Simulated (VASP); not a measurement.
Here is a VASP 6.6.1 calculation.

The input INCAR:

```
SYSTEM = CdH2
PREC = Accurate ; ENCUT = 520
EDIFF = 1E-6 ; ISMEAR = 0
SIGMA = 0.1 ; LREAL = .False.
LASPH = .True. ; NELM = 60
ALGO = Normal ; ISIF = 2
LWAVE = .False. ; LCHARG = .True.
GGA = PE ; LELF = .True.
LVHAR = .True. ; NBANDS = 14
```

KPOINTS

```
regular mesh
0
Gamma
  6 6 6
  0 0 0
```

POSCAR

```
CdH2
1.0
    0.0000000000      2.9375581700      2.9375581700
    2.9375581700      0.0000000000      2.9375581700
    2.9375581700      2.9375581700      0.0000000000
Cd H
1 2
Direct
    0.0000000000      0.0000000000      0.0000000000
    0.2500000000      0.2500000000      0.2500000000
    0.7500000000      0.7500000000      0.7500000000
```

Potentials or basis: VASP PAW PBE potentials, release 64 (Cd, H).

Command:

```console
$ cat potpaw_PBE.64/Cd/POTCAR potpaw_PBE.64/H/POTCAR > POTCAR
$ mpirun -np 1 vasp_std > vasp.out
```

(1) Predict the band gap on the k mesh.

(2) Predict the pressure.

Results:

(1) zero (bands 7 and 8 overlap by 1.20 eV).

(2) -10.2 GPa.

Caveat: the cell differs from its parent crystal (atoms taken out); the cell stands under tension.
